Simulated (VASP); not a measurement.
# PbS (R-3m) in VASP: a series of runs, part 3 of 3

VASP 6.6.1. Earlier steps stand in the parts before.

## Step 5: Electric field gradients, PBE (equal xy, yz and zx shear strains of +3 %)

INCAR

```
SYSTEM = PbS
  PREC = Accurate
  ENCUT = 520
  EDIFF = 1E-8
  ISMEAR = -1
  SIGMA = 0.01
  LREAL = .False.
  LASPH = .True.
  NELM = 60
  ALGO = Normal
  ISIF = 2
  LWAVE = .False.
  LCHARG = .False.
  GGA = PE
  LEFG = .True.
  NBANDS = 17
```

KPOINTS

```
regular mesh
0
Gamma
  8 8 8
  0 0 0
```

POSCAR

```
PbS
1.0
    0.0889500000      3.0094750000      3.0094750000
    3.0094750000      0.0889500000      3.0094750000
    3.0094750000      3.0094750000      0.0889500000
Pb S
1 1
Direct
    0.0000000000      0.0000000000      0.0000000000
    0.5000000000      0.5000000000      0.5000000000
```

Potentials or basis: VASP PAW PBE potentials, release 64 (Pb_d, S).

On the command line:

```sh
$ cat potpaw_PBE.64/Pb_d/POTCAR potpaw_PBE.64/S/POTCAR > POTCAR
$ mpirun -np 1 vasp_std > vasp.out
```

OUTCAR:

```text
SYSTEM = PbS
   PREC = Accurate
   ENCUT = 520
   EDIFF = 1E-8
   ISMEAR = -1
   LREAL = .False.
   LASPH = .True.
   NELM = 60
   ISIF = 2
   GGA = PE

 ion  position               nearest neighbor table
   1  0.000  0.000  0.000-   2 2.97   2 2.97   2 2.97   2 2.97   2 2.97   2 2.97
   2  0.500  0.500  0.500-   1 2.97   1 2.97   1 2.97   1 2.97   1 2.97   1 2.97

  LATTYP: Found a trigonal (rhomboedric) cell.
 ALAT       =     4.2569697736
 COS(alpha) =     0.5293254421

  Lattice vectors:

 A1 = (   0.0889500000,   3.0094750000,   3.0094750000)
 A2 = (   3.0094750000,   0.0889500000,   3.0094750000)
 A3 = (   3.0094750000,   3.0094750000,   0.0889500000)

Analysis of symmetry for initial positions (statically):
=====================================================================
 Subroutine PRICEL returns:
 Original cell was already a primitive cell.

 Routine SETGRP: Setting up the symmetry group for a
 trigonal (rhombohedral) supercell.

 Subroutine GETGRP returns: Found 12 space group operations
 (whereof 12 operations were pure point group operations)
 out of a pool of 12 trial point group operations.

The static configuration has the point symmetry D_3d.

Analysis of symmetry for dynamics (positions and initial velocities):
=====================================================================
 Subroutine PRICEL returns:
 Original cell was already a primitive cell.

 Routine SETGRP: Setting up the symmetry group for a
 trigonal (rhombohedral) supercell.

 Subroutine GETGRP returns: Found 12 space group operations
 (whereof 12 operations were pure point group operations)
 out of a pool of 12 trial point group operations.

The dynamic configuration has the point symmetry D_3d.

 Subroutine INISYM returns: Found 12 space group operations
 (whereof 12 operations are pure point group operations),
 and found     1 'primitive' translations

----------------------------------------------------------------------------------------

                                     Primitive cell

  volume of cell :      52.0971

  direct lattice vectors                    reciprocal lattice vectors
     0.088950000  3.009475000  3.009475000    -0.173695330  0.168708861  0.168708861
     3.009475000  0.088950000  3.009475000     0.168708861 -0.173695330  0.168708861
     3.009475000  3.009475000  0.088950000     0.168708861  0.168708861 -0.173695330

  length of vectors
     4.256969774  4.256969774  4.256969774     0.295119344  0.295119344  0.295119344

  position of ions in fractional coordinates (direct lattice)
     0.000000000  0.000000000  0.000000000
     0.500000000  0.500000000  0.500000000

  ion indices of the primitive-cell ions
   primitive index   ion index
                 1           1
                 2           2

----------------------------------------------------------------------------------------

 KPOINTS: regular mesh

Automatic generation of k-mesh.
 Grid dimensions read from file:
 generate k-points for:    8    8    8
[... 65 lines left out ...]
   LREAL  =      F    real-space projection
   EDIFFG = 0.1E-06   stopping-criterion for IOM
   NSW    =      0    number of steps for IOM
   IBRION =     -1    ionic relax: 0-MD 1-quasi-New 2-CG
   NFREE  =      0    steps in history (QN), initial steepest desc. (CG)
   ISIF   =      2    stress and relaxation
   ISYM   =      2    0-nonsym 1-usesym 2-fastsym
   POTIM  = 0.5000    time-step for ionic-motion
   TEBEG  =    0.0;   TEEND  =   0.0 temperature during run
   PSTRESS=    0.0 pullay stress
   NELECT =      20.0000    total number of electrons
   NUPDOWN=      -1.0000    fix difference up-down
   EMIN   =  10.00;   EMAX   =-10.00  energy-range for DOS
   EFERMI =   0.00;   METHOD = LEGACY
   ISMEAR =    -1;   SIGMA  =   0.01  broadening in eV -4-tet -1-fermi 0-gaus
   EFERMI_NEDOS =   21; number of points for ismear=-14 and -15
   IALGO  =     38    algorithm
   IMIX   =      4    mixing-type and parameters
     AMIX     =   0.40;   BMIX     =  1.00
     AMIX_MAG =   1.60;   BMIX_MAG =  1.00
  volume/ion in A,a.u.               =      26.05       175.78
  Fermi-wavevector in a.u.,A,eV,Ry     =   1.189817  2.248428 19.261291  1.415665
  Thomas-Fermi vector in A             =   2.325916
   LORBIT       =      0    0 simple, 1 ext, 2 COOP (PROOUT), +10 PAW based schemes
   GGA     = PE    functional components
   LHFCALC =     F    Hartree Fock is set to
   AEXX    =    0.0000 exact exchange contribution
   IVDW    =     0    specifies the selected vdW correction
   LEPSILON=     F    determine dielectric tensor
   LRPA    =     F    only Hartree local field effects (RPA)
 non-spin polarized calculation
  energy-cutoff  :      520.00
  volume of cell :       52.10
 maximum number of plane-waves:      1438
   NGX = 15   NGY = 15   NGZ = 15

 number of electron      19.9999996 magnetization

 Free energy of the ion-electron system (eV)
  ---------------------------------------------------
  ext. energy  EPLUGINS =         0.00000000
  ---------------------------------------------------
  free energy    TOTEN  =        -8.74615637 eV

  energy without entropy =       -8.74614325  energy(sigma->0) =       -8.74614981

 E-fermi :   6.0442     XC(G=0):  -9.6906

 val. band max:        6.0108258411   @ k =   0.5000   0.5000   0.5000
 cond. band min:       6.0888659428   @ k =   0.5000   0.0000  -0.0000
 fundamental gap:      0.0780401017
 Fermi energy:         6.0442361980

 k-point     1 :       0.0000    0.0000    0.0000
  band No.  band energies     occupation
      1     -10.9985      2.00000
      2     -10.9985      2.00000
      3     -10.9885      2.00000
      4     -10.9695      2.00000
      5     -10.9695      2.00000
      6      -7.7644      2.00000
[... 457 lines left out ...]
      4     -10.9709      2.00000
      5     -10.9523      2.00000
      6      -6.9981      2.00000
[... 9 lines left out ...]
     16      15.0799      0.00000
     17      16.9603      0.00000

 [... further k-points ...]
[... 5 lines left out ...]
  --------------------------------------------------------------------------------------
  -------------------------------------------------------------------------------------
  Total        0.7141156      0.7141156      0.7141156     -0.2023650     -0.2023650     -0.2023650
  in kB       21.9616680     21.9616680     21.9616680     -6.2234634     -6.2234634     -6.2234634
  external PRESSURE =      21.9616680 kB  Pullay stress =       0.0000000 kB

 VOLUME and BASIS-vectors are now :
 -----------------------------------------------------------------------------
  energy-cutoff  :      520.00
  volume of cell :       52.10
      direct lattice vectors                 reciprocal lattice vectors
     0.088950000  3.009475000  3.009475000    -0.173695330  0.168708861  0.168708861
     3.009475000  0.088950000  3.009475000     0.168708861 -0.173695330  0.168708861
     3.009475000  3.009475000  0.088950000     0.168708861  0.168708861 -0.173695330

 POSITION                                       TOTAL-FORCE (eV/Angst)
 -----------------------------------------------------------------------------------
      0.00000      0.00000      0.00000        -0.000000      0.000000     -0.000000
      3.05395      3.05395      3.05395         0.000000     -0.000000      0.000000
 -----------------------------------------------------------------------------------
    total drift:                                0.000000     -0.000000     -0.000000

  FREE ENERGIE OF THE ION-ELECTRON SYSTEM (eV)
  ---------------------------------------------------
  free  energy   TOTEN  =        -8.7461563718 eV

  energy  without entropy=       -8.7461432471  energy(sigma->0) =       -8.74614981

 Electric field gradients (V/A^2)
---------------------------------------------------------------------
 ion       V_xx      V_yy      V_zz      V_xy      V_xz      V_yz
---------------------------------------------------------------------
   1       0.000     0.000    -0.000    -3.137    -3.137    -3.137
   2      -0.000     0.000    -0.000     4.460     4.460     4.460
---------------------------------------------------------------------

 Electric field gradients after diagonalization (V/A^2)
 (convention: |V_zz| > |V_xx| > |V_yy|)
----------------------------------------------------------------------
 ion       V_xx      V_yy      V_zz     asymmetry (V_yy - V_xx)/ V_zz
----------------------------------------------------------------------
   1       3.137     3.137    -6.275       0.000
   2      -4.460    -4.460     8.921       0.000
----------------------------------------------------------------------

           NMR quadrupolar parameters

 Cq : quadrupolar parameter    Cq=e*Q*V_zz/h
 eta: asymmetry parameters     (V_yy - V_xx)/ V_zz
 Q  : nuclear electric quadrupole moment in mb (millibarn)
----------------------------------------------------------------------
 ion       Cq(MHz)       eta       Q (mb)
----------------------------------------------------------------------
   1      -0.015       0.000       1.000
   2       0.022       0.000       1.000
----------------------------------------------------------------------
```

OSZICAR:

```text
N       E                     dE             d eps       ncg     rms          rms(c)
DAV:   1     0.159668860715E+03    0.15967E+03   -0.96634E+03  2226   0.123E+03
DAV:   2     0.323709101239E+01   -0.15643E+03   -0.15031E+03  2322   0.315E+02
DAV:   3    -0.892705275073E+01   -0.12164E+02   -0.12076E+02  2882   0.924E+01
DAV:   4    -0.922054033156E+01   -0.29349E+00   -0.29319E+00  2783   0.159E+01
DAV:   5    -0.923155799313E+01   -0.11018E-01   -0.11017E-01  3298   0.300E+00    0.464E+00
DAV:   6    -0.874256335240E+01    0.48899E+00   -0.13906E+00  3449   0.801E+00    0.326E+00
DAV:   7    -0.874290544633E+01   -0.34209E-03   -0.14530E-01  2619   0.191E+00    0.187E+00
DAV:   8    -0.874649173557E+01   -0.35863E-02   -0.16617E-02  2589   0.138E+00    0.259E-01
DAV:   9    -0.874596886366E+01    0.52287E-03   -0.35851E-03  3482   0.520E-01    0.840E-02
DAV:  10    -0.874614719184E+01   -0.17833E-03   -0.37663E-04  2457   0.115E-01    0.561E-02
DAV:  11    -0.874615546723E+01   -0.82754E-05   -0.62769E-05  3056   0.853E-02    0.175E-02
DAV:  12    -0.874615626521E+01   -0.79798E-06   -0.42986E-06  2877   0.212E-02    0.286E-03
DAV:  13    -0.874615627976E+01   -0.14550E-07   -0.20429E-07  2980   0.420E-03    0.129E-03
DAV:  14    -0.874615634169E+01   -0.61927E-07   -0.11937E-07  2539   0.191E-03    0.662E-04
DAV:  15    -0.874615635818E+01   -0.16486E-07   -0.28064E-09  2505   0.723E-04    0.260E-04
DAV:  16    -0.874615637031E+01   -0.12130E-07   -0.92124E-10  1480   0.233E-04    0.828E-05
DAV:  17    -0.874615637182E+01   -0.15159E-08   -0.12998E-10  1353   0.160E-04
   1 F= -.87461564E+01 E0= -.87461498E+01  d E =-.131247E-04
```

It took 43 s on 1 thread of Intel Xeon 6975P-C, shared host; peak memory 0.21 GiB.

Results:

```yaml
Free_energy: -8.7462 eV
Pressure: 2.2 GPa
Band_gap_on_the_k_mesh: 0.08 eV, indirect (least direct gap 0.31 eV)
```

Stress tensor (GPa, compression positive):
```
 2.20 -0.62 -0.62
-0.62  2.20 -0.62
-0.62 -0.62  2.20
```

Levels at points of the mesh, in eV from the valence-band top:
```tsv
k point	band 8	band 9	band 10	band 11	band 12	band 13
(0.00, 0.00, 0.00)	-2.57	-2.23	-2.23	5.05	5.05	5.06
(0.50, 0.00, 0.00)	-2.05	-1.92	-0.23	0.08	1.65	1.80
(0.50, 0.50, 0.00)	-5.38	-3.75	-3.47	3.70	5.18	5.49
(0.50, 0.50, 0.50)	-1.84	-1.84	0.00	0.43	2.05	2.05
```

Electric field gradients, principal values (V/Å²):
```csv
atom,least,middle,greatest (by size)
1 Pb,3.137,3.137,-6.275
2 S,-4.460,-4.460,8.921
```

Caveat: the cell differs from its parent crystal (equal xy, yz and zx shear strains of +3 %); without QUAD_EFG the Cq values of the log hold for a quadrupole moment of 1 mb, not for the nuclei; spin-orbit coupling is left out, which moves the levels of the heavy elements. A k mesh can miss the band edges.

## Step 6: Summary

```csv
cell,gap on the mesh (eV),pressure (GPa)
"a = 4.152 Å, angles 61.3°, 2 atoms",0.17,2.2
"a = 4.214 Å, angles 59.3°, 2 atoms",0.27,2.2
"a = 4.257 Å, angles 58.0°, 2 atoms",0.08,2.2
```

Alike in all rows: task electric field gradients; level PBE; potentials or basis VASP PAW PBE potentials, release 64 (Pb_d, S); no spin polarisation; k mesh 8 × 8 × 8; cutoff (eV) 520; smearing fermi-dirac 0.01 eV.

Caveats: spin-orbit coupling is left out, which moves the levels of the heavy elements.

Absolute energies hang on the potentials; compare differences alone.
